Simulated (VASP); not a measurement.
Wanted: the native input for a VASP 6.6.1 run.

```yaml
Task: single point
Functional: r2SCAN
Potentials_or_basis: VASP PAW PBE potentials, release 64 (Cd, S)
Cutoff: 520 eV
k_mesh: 8 × 8 × 8
Occupations: gaussian, width 0.01 eV
Spin: no spin polarisation
Dipole_correction: no
Further_INCAR_settings: ALGO = Normal; EDIFF = 1e-06; NBANDS = 16
```

Crystal: CdS.

```
Cd S
1.0
     0.00000    2.76551    2.76551
     2.76551    0.00000    2.76551
     2.76551    2.76551    0.00000
Cd S
1 1
Direct
  0.00000 0.00000 0.00000
  0.25000 0.25000 0.25000
```

This cell differs from its parent crystal: strain -5.9%.

One way to write it, as run:

POSCAR

```
CdS
1.0
    0.0000000000      2.7655072429      2.7655072429
    2.7655072429      0.0000000000      2.7655072429
    2.7655072429      2.7655072429      0.0000000000
Cd S
1 1
Direct
    0.0000000000      0.0000000000      0.0000000000
    0.2500000000      0.2500000000      0.2500000000
```

INCAR.step1

```
SYSTEM = CdS
ALGO     = Normal         ! electronic algorithm
EDIFF    = 1E-4           ! SCF threshold, eV
ENCUT    = 520            ! plane-wave cutoff, eV
GGA      = PE             ! functional
ISMEAR   = 0              ! smearing method
LASPH    = .TRUE.         ! aspherical terms in the spheres
LCHARG   = .FALSE.        ! write CHGCAR
LREAL    = .FALSE.        ! projectors in reciprocal space
LWAVE    = .TRUE.         ! write WAVECAR
NBANDS   = 16             ! bands
NELM     = 80             ! most SCF steps
PREC     = Accurate       ! precision mode
SIGMA    = 0.01           ! smearing width, eV
```

INCAR.step2

```
SYSTEM = CdS
ALGO     = Normal         ! electronic algorithm
EDIFF    = 1E-6           ! SCF threshold, eV
ENCUT    = 520            ! plane-wave cutoff, eV
ISIF     = 2              ! what is computed and relaxed
ISMEAR   = 0              ! smearing method
ISTART   = 1            
LASPH    = .TRUE.         ! aspherical terms in the spheres
LCHARG   = .TRUE.         ! write CHGCAR
LELF     = .TRUE.         ! ELF
LMIXTAU  = .TRUE.       
LREAL    = .FALSE.        ! projectors in reciprocal space
LVHAR    = .TRUE.       
LWAVE    = .FALSE.        ! write WAVECAR
METAGGA  = R2SCAN         ! meta-GGA
NBANDS   = 16             ! bands
NELM     = 80             ! most SCF steps
PREC     = Accurate       ! precision mode
SIGMA    = 0.01           ! smearing width, eV
```

KPOINTS

```
k-points
0
G
  8 8 8
  0 0 0
```

Potentials or basis: VASP PAW PBE potentials, release 64 (Cd, S).

Run with:

```console
$ cat potpaw_PBE.64/Cd/POTCAR potpaw_PBE.64/S/POTCAR > POTCAR
$ cp INCAR.step1 INCAR
$ mpirun -np 1 vasp_std > vasp.out
$ cp INCAR.step2 INCAR
$ mpirun -np 1 vasp_std > vasp.out
```

It gave:

```
Pressure               : 17.3 GPa
Band gap on the k mesh : 1.94 eV
```

Caveat: the cell differs from its parent crystal (strain -5.9%); the cell stands under pressure; the PAW data sets were made with another functional, which shifts forces and pressure a little.

It took 2 min on 1 thread of Intel Xeon 8259CL (shared host), peak memory 0.18 GiB.
